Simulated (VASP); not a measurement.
# SiC (P6_3mc) in VASP: a series of runs

The runs below take SiC through elastic constants, with LDA.

Program: VASP 6.6.1. These are calculated values, not measurements. Logs are shortened: lines on timing, memory, paths and dates and some standing lists are left out, and cuts for length are marked.

## 1. The cell of the first run

The structure is hexagonal, space group P6_3mc (No. 186). Conventional cell: a = 3.056 Å, b = 3.056 Å, c = 5.016 Å, α = 90.00°, β = 90.00°, γ = 120.00°. Si (site symmetry 3m) has 4 C at 1.87 to 1.89 Å within 2.5 Å. Within 2.5 Å of C (site symmetry 3m) lie 4 Si at 1.87 to 1.89 Å.

## 2. Elastic constants, LDA

Contents of INCAR:

```
  ALGO = Normal
  EDIFF = 1E-8
  ENCUT = 600
  GGA = CA
  IBRION = 6
  ISIF = 3
  ISMEAR = 0
  LASPH = T
  LCHARG = F
  LREAL = F
  LWAVE = F
  NBANDS = 16
  NELM = 80
  NFREE = 2
  NSW = 1
  POTIM = 0.015
  PREC = Accurate
  SIGMA = 0.01
```

Contents of KPOINTS:

```
k-points
0
Gamma
  8 8 4
```

Contents of POSCAR:

```
SiC
1.0
    3.0563624340      0.0000000000      0.0000000000
   -1.5281812170      2.6468875110      0.0000000000
    0.0000000000      0.0000000000      5.0159022451
Si C
2 2
Direct
    0.3333333333      0.6666666667      0.0045955336
    0.6666666667      0.3333333333      0.5045955336
    0.3333333333      0.6666666667      0.3804044664
    0.6666666667      0.3333333333      0.8804044664
```

Potentials or basis: VASP PAW LDA potentials, release 64 (Si, C).

Launch:

```bash
$ cat potpaw_LDA.64/Si/POTCAR potpaw_LDA.64/C/POTCAR > POTCAR
$ mpirun -np 1 vasp_std > vasp.out
```

OUTCAR:

```text
EDIFF = 1E-8
   ENCUT = 600
   GGA = CA
   IBRION = 6
   ISIF = 3
   ISMEAR = 0
   LASPH = T
   LREAL = F
   NELM = 80
   NFREE = 2
   NSW = 1
   POTIM = 0.015
   PREC = Accurate

 ion  position               nearest neighbor table
   1  0.333  0.667  0.005-   4 1.87   4 1.87   4 1.87   3 1.89   2 3.07   2 3.07   2 3.07   2 3.07
                             2 3.07   2 3.07
   2  0.667  0.333  0.505-   3 1.87   3 1.87   3 1.87   4 1.89   1 3.07   1 3.07   1 3.07   1 3.07
                             1 3.07   1 3.07
   3  0.333  0.667  0.380-   2 1.87   2 1.87   2 1.87   1 1.89
   4  0.667  0.333  0.880-   1 1.87   1 1.87   1 1.87   2 1.89

  LATTYP: Found a hexagonal cell.
 ALAT       =     3.0563624340
 C/A-ratio  =     1.6411346342

  Lattice vectors:

 A1 = (   3.0563624340,   0.0000000000,   0.0000000000)
 A2 = (  -1.5281812170,   2.6468875110,   0.0000000000)
 A3 = (   0.0000000000,   0.0000000000,   5.0159022451)

Analysis of symmetry for initial positions (statically):
=====================================================================
 Subroutine PRICEL returns:
 Original cell was already a primitive cell.

 Routine SETGRP: Setting up the symmetry group for a
 hexagonal supercell.

 Subroutine GETGRP returns: Found 12 space group operations
 (whereof  6 operations were pure point group operations)
 out of a pool of 24 trial point group operations.

The static configuration has the point symmetry C_3v.
 The point group associated with its full space group is C_6v.

Analysis of symmetry for dynamics (positions and initial velocities):
=====================================================================
 Subroutine PRICEL returns:
 Original cell was already a primitive cell.

 Routine SETGRP: Setting up the symmetry group for a
 hexagonal supercell.

 Subroutine GETGRP returns: Found 12 space group operations
[... 370 lines left out ...]
      3      -0.4190      2.00000
      4       7.1225      2.00000
      5       7.1225      2.00000
      6       8.2757      2.00000
[... 433 lines left out ...]
      3       1.3081      2.00000
      4       1.3522      2.00000
      5       5.7531      2.00000
      6       5.7957      2.00000
[... 8 lines left out ...]
     15      20.0137      0.00000
     16      20.0745      0.00000

 [... further k-points ...]
[... 5 lines left out ...]
  --------------------------------------------------------------------------------------
  -------------------------------------------------------------------------------------
  Total       -0.0123820     -0.0123820      0.2252744      0.0000000      0.0000000      0.0000000
  in kB       -0.4888901     -0.4888901      8.8947366      0.0000000      0.0000000      0.0000000
  external PRESSURE =       2.6389854 kB  Pullay stress =       0.0000000 kB
[... 19 lines left out ...]
  FREE ENERGIE OF THE ION-ELECTRON SYSTEM (eV)
  ---------------------------------------------------
  free  energy   TOTEN  =       -33.2766035880 eV

  energy  without entropy=      -33.2766035880  energy(sigma->0) =      -33.27660359

 INTERNAL STRAIN TENSORS FROM STRAINED CELLS
 ============================================

 INTERNAL STRAIN TENSOR FOR ION    1 for displacements in x,y,z  (eV/Angst):
          X           Y           Z          XY          YZ          ZX
  --------------------------------------------------------------------------------
  x    -0.00000     0.00000     0.00000    -8.22705    -0.00000    -6.12334
  y    -8.24531     8.27305    -0.00000    -0.00004    -6.11421    -0.00005
  z    -5.34613    -5.35089    10.21491    -0.00063    -0.00053    -0.00004

 INTERNAL STRAIN TENSORS FROM DISPLACED ATOMS
 ============================================

 INTERNAL STRAIN TENSOR FOR ION    1 for displacements in x,y,z  (eV/Angst):
          X           Y           Z          XY          YZ          ZX
  --------------------------------------------------------------------------------
  x     0.00000    -0.00000     0.00000    -8.23498     0.00000    -6.12282
  y    -8.23498     8.23498     0.00000     0.00000    -6.12282     0.00000
  z    -5.32802    -5.32802    10.14941     0.00000    -0.00000     0.00000

 INTERNAL STRAIN TENSOR FOR ION    4 for displacements in x,y,z  (eV/Angst):
          X           Y           Z          XY          YZ          ZX
  --------------------------------------------------------------------------------
  x     0.00000     0.00000     0.00000     9.91212    -0.00000     6.12312
  y     9.91212    -9.91212     0.00000    -0.00000     6.12312     0.00000
  z     5.32966     5.32966   -10.15422    -0.00000     0.00000     0.00000

 Eigenvectors and eigenvalues of the dynamical matrix
 ----------------------------------------------------

   1 f  =   25.233196 THz   158.544846 2PiTHz  841.688816 cm-1   104.356066 meV
             X         Y         Z           dx          dy          dz
     -0.000000  1.764592  0.023051     0.000000    0.000000   -0.008991
      1.528181  0.882296  2.531002     0.000000    0.000000    0.008991
     -0.000000  1.764592  1.908072    -0.000000   -0.000000   -0.707050
      1.528181  0.882296  4.416023    -0.000000   -0.000000    0.707050
[... 71 lines left out ...]
  12 f/i=    0.000748 THz     0.004698 2PiTHz    0.024942 cm-1     0.003092 meV
             X         Y         Z           dx          dy          dz
     -0.000000  1.764592  0.023051    -0.343634    0.481792   -0.000000
      1.528181  0.882296  2.531002    -0.343634    0.481792   -0.000000
     -0.000000  1.764592  1.908072    -0.224739    0.315095   -0.000000
      1.528181  0.882296  4.416023    -0.224739    0.315095   -0.000000

--------------------------------------------------------------------------------------------------------

 ELASTIC MODULI CONTR FROM IONIC RELAXATION (kBar)
 Direction    XX          YY          ZZ          XY          YZ          ZX
 --------------------------------------------------------------------------------
 XX        -512.3615    268.8208    231.9811     -0.0000      0.0000     -0.0000
 YY         268.8208   -512.3615    231.9811      0.0000      0.0000     -0.0000
 ZZ         231.9811    231.9811   -441.9404      0.0000     -0.0000      0.0000
 XY          -0.0000      0.0000      0.0000   -390.5911     -0.0000     -0.0000
 YZ           0.0000     -0.0000     -0.0000     -0.0000   -149.0222     -0.0000
 ZX          -0.0000     -0.0000      0.0000     -0.0000     -0.0000   -149.0222
 --------------------------------------------------------------------------------

 TOTAL ELASTIC MODULI (kBar)
 Direction    XX          YY          ZZ          XY          YZ          ZX
 --------------------------------------------------------------------------------
 XX        5218.2249   1147.3013    582.3038     -0.0000      0.0000     -0.0000
 YY        1147.3013   5218.2249    582.3038      0.0000      0.0000     -0.0000
 ZZ         582.3038    582.3038   5657.6870      0.0000     -0.0000      0.0000
 XY          -0.0000      0.0000      0.0000   2035.4618     -0.0000     -0.0000
 YZ           0.0000     -0.0000     -0.0000     -0.0000   1547.2695     -0.0000
 ZX          -0.0000     -0.0000      0.0000     -0.0000     -0.0000   1547.2695
 --------------------------------------------------------------------------------
```

Run time: 9.3 min. Hardware: 1 thread of Intel Xeon Platinum 8259CL at 2.50GHz (Skylake/Cascade Lake), shared host; peak memory 0.27 GiB.

What came out:

* Voigt bulk modulus: 230 GPa
* Highest phonon frequency at Γ, LO-TO splitting left out: 842 cm⁻¹

Phonon frequencies in cm⁻¹ (negative: imaginary):
```csv
q point,frequencies
"(0.000, 0.000, 0.000)",0 0 0 258 258 599 768 768 772 801 801 842
```

Elastic tensor in Voigt notation (GPa, in the Cartesian axes of the cell as first typed):
```
522 115  58   0   0   0
115 522  58   0   0   0
 58  58 566   0   0   0
  0   0   0 155   0   0
  0   0   0   0 155   0
  0   0   0   0   0 204
```

Clamped-ion elastic tensor (GPa):
```
573  88  35   0   0   0
 88 573  35   0   0   0
 35  35 610   0   0   0
  0   0   0 170   0   0
  0   0   0   0 170   0
  0   0   0   0   0 243
```

## 3. Elastic constants, LDA

Contents of INCAR:

```
SYSTEM = SiC
PREC = Accurate
ENCUT = 600
EDIFF = 1E-8
ISMEAR = 0
SIGMA = 0.01
LREAL = .False.
LASPH = .True.
NELM = 60
ALGO = Normal
ISIF = 3
LWAVE = .False.
LCHARG = .True.
GGA = CA
NBANDS = 16
IBRION = 6
NFREE = 2
POTIM = 0.015
NSW = 1
```

Contents of KPOINTS:

```
Automatic mesh
0
Gamma
  8 8 4
  0 0 0
```

POSCAR is that of step 2.

Potentials or basis: VASP PAW LDA potentials, release 64 (Si, C).

Launch:

```bash
$ cat potpaw_LDA.64/Si/POTCAR potpaw_LDA.64/C/POTCAR > POTCAR
$ mpirun -np 1 vasp_std > vasp.out
```

OUTCAR:

```text
SYSTEM = SiC
   PREC = Accurate
   ENCUT = 600
   EDIFF = 1E-8
   ISMEAR = 0
   LREAL = .False.
   LASPH = .True.
   NELM = 60
   ISIF = 3
   GGA = CA
   IBRION = 6
   NFREE = 2
   POTIM = 0.015
   NSW = 1

 ion  position               nearest neighbor table
   1  0.333  0.667  0.005-   4 1.87   4 1.87   4 1.87   3 1.89   2 3.07   2 3.07   2 3.07   2 3.07
                             2 3.07   2 3.07
   2  0.667  0.333  0.505-   3 1.87   3 1.87   3 1.87   4 1.89   1 3.07   1 3.07   1 3.07   1 3.07
                             1 3.07   1 3.07
   3  0.333  0.667  0.380-   2 1.87   2 1.87   2 1.87   1 1.89
   4  0.667  0.333  0.880-   1 1.87   1 1.87   1 1.87   2 1.89

  LATTYP: Found a hexagonal cell.
 ALAT       =     3.0563624340
 C/A-ratio  =     1.6411346342

[... 906 lines left out ...]
  z    -5.32802    -5.32802    10.14941     0.00000    -0.00000     0.00000

 INTERNAL STRAIN TENSOR FOR ION    4 for displacements in x,y,z  (eV/Angst):
          X           Y           Z          XY          YZ          ZX
  --------------------------------------------------------------------------------
  x     0.00000     0.00000     0.00000     9.91212    -0.00000     6.12312
  y     9.91212    -9.91212     0.00000    -0.00000     6.12312     0.00000
  z     5.32966     5.32966   -10.15422    -0.00000     0.00000     0.00000

 Eigenvectors and eigenvalues of the dynamical matrix
 ----------------------------------------------------

   1 f  =   25.233196 THz   158.544846 2PiTHz  841.688816 cm-1   104.356066 meV
             X         Y         Z           dx          dy          dz
     -0.000000  1.764592  0.023051     0.000000    0.000000   -0.008991
      1.528181  0.882296  2.531002     0.000000    0.000000    0.008991
     -0.000000  1.764592  1.908072    -0.000000   -0.000000   -0.707050
      1.528181  0.882296  4.416023    -0.000000   -0.000000    0.707050
[... 71 lines left out ...]
  12 f/i=    0.000748 THz     0.004698 2PiTHz    0.024942 cm-1     0.003092 meV
             X         Y         Z           dx          dy          dz
     -0.000000  1.764592  0.023051    -0.343634    0.481792   -0.000000
      1.528181  0.882296  2.531002    -0.343634    0.481792   -0.000000
     -0.000000  1.764592  1.908072    -0.224739    0.315095   -0.000000
      1.528181  0.882296  4.416023    -0.224739    0.315095   -0.000000

--------------------------------------------------------------------------------------------------------

 ELASTIC MODULI CONTR FROM IONIC RELAXATION (kBar)
 Direction    XX          YY          ZZ          XY          YZ          ZX
 --------------------------------------------------------------------------------
 XX        -512.3615    268.8208    231.9811     -0.0000      0.0000     -0.0000
 YY         268.8208   -512.3615    231.9811      0.0000      0.0000     -0.0000
 ZZ         231.9811    231.9811   -441.9404      0.0000     -0.0000      0.0000
 XY          -0.0000      0.0000      0.0000   -390.5911     -0.0000     -0.0000
 YZ           0.0000     -0.0000     -0.0000     -0.0000   -149.0222     -0.0000
 ZX          -0.0000     -0.0000      0.0000     -0.0000     -0.0000   -149.0222
 --------------------------------------------------------------------------------

 TOTAL ELASTIC MODULI (kBar)
 Direction    XX          YY          ZZ          XY          YZ          ZX
 --------------------------------------------------------------------------------
 XX        5218.2249   1147.3013    582.3038     -0.0000      0.0000     -0.0000
 YY        1147.3013   5218.2249    582.3038      0.0000      0.0000     -0.0000
 ZZ         582.3038    582.3038   5657.6870      0.0000     -0.0000      0.0000
 XY          -0.0000      0.0000      0.0000   2035.4618     -0.0000     -0.0000
 YZ           0.0000     -0.0000     -0.0000     -0.0000   1547.2695     -0.0000
 ZX          -0.0000     -0.0000      0.0000     -0.0000     -0.0000   1547.2695
 --------------------------------------------------------------------------------
```

stdout:

```text
POSCAR found type information on POSCAR SiC
 POSCAR found :  2 types and       4 ions
 scaLAPACK will be used
 LDA part: xc-table for (Slater(with rela. corr.)+CA(PZ))
 , standard interpolation
 POSCAR, INCAR and KPOINTS ok, starting setup
 FFT: planning ... GRIDC
 FFT: planning ... GRID_SOFT
 FFT: planning ... GRID
 WAVECAR not read
 entering main loop
 Found     4 degrees of freedom:
 Adding 6 more for cell shape distortion
 Finite differences POTIM= 0.01500 DOF=  10
 bond charge predicted
 Finite differences progress:
 bond charge predicted
 Finite differences progress:
 bond charge predicted
 Finite differences progress:
 bond charge predicted
 Finite differences progress:
 bond charge predicted
 Finite differences progress:
 bond charge predicted
 Finite differences progress:
 bond charge predicted
 Finite differences progress:
 bond charge predicted
 Finite differences progress:
 bond charge predicted
 Finite differences progress:
 bond charge predicted
 Finite differences progress:
 bond charge predicted
 Finite differences progress:
 bond charge predicted
 Finite differences progress:
 bond charge predicted
 Finite differences progress:
 bond charge predicted
 Finite differences progress:
 bond charge predicted
 Finite differences progress:
 bond charge predicted
 Finite differences progress:
 bond charge predicted
 Finite differences progress:
 bond charge predicted
 Finite differences progress:
 bond charge predicted
 Finite differences progress:
 bond charge predicted
 Finite differences progress:
```

Wall time 11 min (1 thread of Intel Xeon Platinum 8259CL at 2.50GHz (Skylake/Cascade Lake), shared host); peak memory 0.28 GiB.

Results:

```
Voigt bulk modulus                                      : 230 GPa
Highest phonon frequency at Γ, LO-TO splitting left out : 842 cm⁻¹
```

Phonon frequencies in cm⁻¹ (negative: imaginary):
```tsv
q point	frequencies
(0.000, 0.000, 0.000)	0 0 0 258 258 599 768 768 772 801 801 842
```

Elastic tensor in Voigt notation (GPa, in the Cartesian axes of the cell as first typed):
```
522 115  58   0   0   0
115 522  58   0   0   0
 58  58 566   0   0   0
  0   0   0 155   0   0
  0   0   0   0 155   0
  0   0   0   0   0 204
```

Clamped-ion elastic tensor (GPa):
```
573  88  35   0   0   0
 88 573  35   0   0   0
 35  35 610   0   0   0
  0   0   0 170   0   0
  0   0   0   0 170   0
  0   0   0   0   0 243
```
